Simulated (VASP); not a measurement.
Input of a VASP 6.6.1 run:

Contents of INCAR:

```
  PREC = Accurate
  ENCUT = 520
  EDIFF = 1E-6
  ISMEAR = -1
  SIGMA = 0.1
  LREAL = F
  LASPH = T
  NELM = 80
  ALGO = Normal
  ISIF = 2
  LWAVE = F
  LCHARG = T
  GGA = PS
  LELF = T
  LVHAR = T
  NBANDS = 18
```

File KPOINTS:

```
regular mesh
0
Gamma
  13 13 9
```

POSCAR

```
Au
1.0
    2.0417732430      2.0417732430      0.0000000000
   -2.0417732430      2.0417732430      0.0000000000
    0.0000000000      0.0000000000      4.0835464860
Au
2
Direct
    0.0000000000      0.0000000000      0.0000000000
    0.5000000000      0.5000000000      0.5000000000
```

Potentials or basis: VASP PAW PBE potentials, release 64 (Au).

Command:

```bash
$ cat potpaw_PBE.64/Au/POTCAR > POTCAR
$ mpirun -np 1 vasp_std > vasp.out
```

**Question.** Estimate the pressure.

**Answer.** -0.5 GPa.

**Question.** What does it give for the band gap on the k mesh?

**Answer.** Zero (bands 11 and 12 overlap by 6.48 eV).

Caveat: the PAW data sets were made with another functional, which shifts forces and pressure a little; spin-orbit coupling is left out, which moves the levels of the heavy elements.
